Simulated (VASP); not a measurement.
# Ag: relaxation of volume and atoms at fixed shape with PBEsol

Ag:

```xyz
1
Lattice="2.8889 0.0000 0.0000 1.4444 2.5018 0.0000 1.4444 0.8339 2.3588" Properties=species:S:1:pos:R:3 pbc="T T T"
Ag    0.0000    0.0000    0.0000
```

```
Program                : VASP 6.6.1
Task                   : relaxation of volume and atoms at fixed shape
Functional             : PBEsol
Potentials or basis    : VASP PAW PBE potentials, release 64 (Ag)
Cutoff                 : 600 eV
k mesh                 : 20 × 20 × 20
Occupations            : methfessel-paxton, width 0.05 eV
Spin                   : no spin polarisation
Dipole correction      : no
Further INCAR settings : ALGO = Normal; EDIFF = 1e-06; IBRION = 2; EDIFFG = -0.01; NSW = 80; ISIF = 8
```

```
Relaxed volume                         : 16.63 Å³/atom
Relaxed cell                           : a = 2.865 Å, b = 2.865 Å, c = 2.865 Å, α = 60.00°, β = 60.00°, γ = 60.00°
Space group after relaxing (to 0.05 Å) : Fm-3m (No. 225)
Energy gained by relaxing              : 3.7 meV/atom
Ionic steps                            : 3
Pressure after relaxing                : 0.0 GPa
```

Step by step:
```csv
step,energy change (eV),largest force (eV/Å),pressure (GPa),volume (Å³)
1,0.0000,0.0000,-2.77,17.05
2,-0.0016,0.0000,2.33,16.33
3,-0.0037,0.0000,-0.01,16.63
```

Final structure:
```
Ag
1.0
     2.86522    0.00000    0.00000
     1.43261    2.48136    0.00000
     1.43261    0.82712    2.33945
Ag
1
Direct
  0.00000 0.00000 0.00000
```

Levels at points of the mesh, in eV from the Fermi level:
```
           k point  band 2  band 3  band 4  band 5  band 6  band 7  band 8  band 9
(0.00, 0.00, 0.00)   -4.86   -4.86   -4.86   -3.77   -3.77   16.03   19.75   19.75
(0.50, 0.00, 0.00)   -4.89   -4.89   -2.94   -2.94   -0.53    3.72   15.27   18.06
(0.50, 0.50, 0.00)   -6.44   -2.97   -2.72   -2.72    1.51    6.91   10.72   10.72
```

It took 70 s on 1 thread of AMD EPYC 7R13 Processor (Zen 3), on a shared host, peak memory 0.16 GiB.

Caveat: the PAW data sets were made with another functional, which shifts forces and pressure a little.
